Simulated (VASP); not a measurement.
# SnO: single point with PBE

SnO:

```xyz
4
Lattice="3.4836 0.0000 0.0000 0.0000 3.4836 0.0000 0.0000 0.0000 5.7603" Properties=species:S:1:pos:R:3 pbc="T T T"
Sn    0.0000    1.7418    1.3738
Sn    1.7418    0.0000    4.3865
O     0.0000    0.0000    0.0000
O     1.7418    1.7418    0.0000
```

This cell differs from its parent crystal: ratio of the length along z to the lengths across it x 1.3, volume and fractional coordinates fixed.

```json
{
 "Program": "VASP 6.6.1",
 "Task": "single point",
 "Functional": "PBE",
 "Potentials or basis": "VASP PAW PBE potentials, release 64 (Sn_d, O)",
 "Cutoff": "520 eV",
 "k mesh": "14 × 14 × 12",
 "Occupations": "gaussian, width 0.15 eV",
 "Spin": "no spin polarisation",
 "Dipole correction": "no",
 "Further INCAR settings": "ALGO = Normal; EDIFF = 1e-06; NBANDS = 28"
}
```

The pressure is 7.3 GPa, the largest force is 1.975 eV/Å and the band gap on the k mesh is 0.19 eV (least direct gap 0.84 eV).

Forces on the atoms (eV/Å):
```
Sn   0.000  0.000 -1.975
Sn   0.000  0.000  1.975
O    0.000  0.000  0.000
O    0.000  0.000  0.000
```

Stress tensor (GPa, compression positive):
```
 16.83   0.00   0.00
  0.00  16.83   0.00
  0.00   0.00 -11.61
```

Levels at points of the mesh, in eV from the valence-band top:
| k point | band 16 | band 17 | band 18 | band 19 | band 20 | band 21 | band 22 | band 23 | band 24 | band 25 |
| --- | --- | --- | --- | --- | --- | --- | --- | --- | --- | --- |
| (0.00, 0.00, 0.00) | -5.17 | -2.86 | -1.31 | -1.31 | 0.00 | 3.19 | 5.28 | 5.75 | 5.75 | 5.77 |
| (0.50, 0.00, 0.00) | -4.66 | -3.45 | -3.45 | -2.70 | -2.70 | 2.38 | 2.38 | 6.86 | 6.86 | 7.19 |
| (0.50, 0.50, 0.00) | -5.09 | -1.80 | -1.80 | -0.65 | -0.65 | 0.19 | 0.19 | 4.01 | 4.01 | 5.47 |
| (0.00, 0.00, 0.50) | -4.18 | -3.32 | -2.87 | -1.32 | -1.32 | 4.24 | 4.24 | 4.31 | 5.94 | 8.01 |
| (0.50, 0.00, 0.50) | -4.54 | -3.45 | -3.45 | -1.90 | -1.90 | 1.37 | 1.37 | 6.99 | 6.99 | 7.27 |
| (0.50, 0.50, 0.50) | -5.31 | -2.12 | -2.12 | -0.65 | -0.65 | 2.21 | 2.21 | 2.65 | 2.65 | 5.92 |

Wall time 5.5 min on 1 thread of AMD EPYC 7R13 Processor (Zen 3) (shared host), peak memory 0.46 GiB.

Caveat: the cell stands under pressure; spin-orbit coupling is left out, which moves the levels of the heavy elements; forces of over 1 eV/Å act on the atoms, so gaps and moduli don't describe the material at rest. A k mesh can miss the band edges.
